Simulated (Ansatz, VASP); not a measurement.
**TiSi2 in VASP and in Ansatz**

File INCAR:

```
SYSTEM = TiSi2
  ALGO = Normal
  EDIFF = 1E-6
  ENCUT = 520
  GGA = RP
  ISIF = 2
  ISMEAR = 0
  LASPH = .TRUE.
  LCHARG = .FALSE.
  LREAL = .FALSE.
  LWAVE = .FALSE.
  NBANDS = 17
  NELM = 60
  PREC = Accurate
  SIGMA = 0.1
```

Contents of KPOINTS:

```
k-points
0
G
  6 6 6
  0 0 0
```

The input POSCAR:

```
TiSi2
1.0
   -1.4728720000      1.7121300000      4.2120830000
    1.4728720000     -1.7121300000      4.2120830000
    1.4728720000      1.7121300000     -4.2120830000
Ti Si
1 2
Direct
    0.1710000000      0.3540000000      0.8720000000
    0.5009220000      0.6839220000      0.8720000000
    0.8410780000      1.0240780000      0.8720000000
```

Input for Ansatz:

```yaml
crystal:
  lattice:
    - [-1.472872, 1.71213, 4.212083]
    - [1.472872, -1.71213, 4.212083]
    - [1.472872, 1.71213, -4.212083]
  atoms:
    - { symbol: Ti, position: [0.171, 0.354, 0.872] }
    - { symbol: Si, position: [0.500922, 0.683922, 0.872] }
    - { symbol: Si, position: [0.841078, 1.024078, 0.872] }
basis:
  ecutwfc: 620
kpoints:
  mp_grid: { grid: [6, 6, 6] }
hamiltonian:
  xc: rpbe
scf:
  occupations: { method: gaussian, width: 0.1 }
output:
  forces: true
  stress: true
  eigenvalues: true
```

Alike in both runs: task single point; functional RPBE; k mesh 6 × 6 × 6; occupations gaussian, width 0.1 eV; no spin polarisation.

|  | VASP | Ansatz |
| --- | --- | --- |
| version | VASP 6.6.1 | Ansatz 0.2.0 |
| potentials or method | VASP PAW PBE potentials, release 64 (Ti_sv, Si), cutoff 520 eV | scalar-relativistic, plane waves, PAW |
| valence electrons in the cell | 20 | 20 |

Ansatz gave:

| Item | Value |
| --- | --- |
| gap on the k mesh at the Fermi level (eV) | none |
| pressure (GPa) | 2.9 |
| traceless stress, the component that is largest in VASP (GPa) | 2.64 |
| rms of the force components (eV/Å) | 0.098 |

Problem. Estimate VASP's values.

Solution. gap on the k mesh at the Fermi level (eV): none; pressure (GPa): 2.6; traceless stress, the component that is largest in VASP (GPa): 2.62; rms of the force components (eV/Å): 0.102.

VASP's potentials were made for PBE, not for RPBE. Atom by atom the forces differ by 0.004 eV/Å (rms over components). A gap of «none» marks a metal or a gap that the smearing closes.

The k mesh is coarse, so the values compare programs but aren't converged.
